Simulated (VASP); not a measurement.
Runs of VASP 6.6.1 on SbS4. The structure is that of space group P-43m (No. 215), or close to it. The cells are those of the table. 

```tsv
task	cell	k mesh	cutoff (eV)	gap on the mesh (eV)	pressure (GPa)	relaxed volume (Å³/atom)
relaxation of cell and atoms	relaxed from a = 4.836 Å, 5 atoms	8 × 8 × 8	600	none	0.1	22.80
single point	a = 4.851 Å, 5 atoms	8 × 8 × 8	520	none	(a)	-
relaxation of cell and atoms	relaxed from a = 5.142 Å, 5 atoms	4 × 4 × 4	600	none	0.1	22.57
single point	a = 5.142 Å, 5 atoms	4 × 4 × 4	520	none	(b)	-
single point	a = 4.836 Å, 5 atoms	4 × 4 × 4	520	none	-0.2	-
```

Alike in all rows: level PBE; potentials or basis VASP PAW PBE potentials, release 64 (Sb, S); no spin polarisation; smearing gaussian 0.1 eV.

Task: Estimate the missing entries.

Result: (a) 0.0; (b) 7.3.

Caveats: spin-orbit coupling is left out, which moves the levels of the heavy elements; the volume moved by over 15 % at a fixed basis, so the end points are rough (some runs).

A k mesh can miss the band edges, and the runs leave out spin-orbit coupling on Sb.

A gap of «none» marks levels without a gap at the run's occupations.
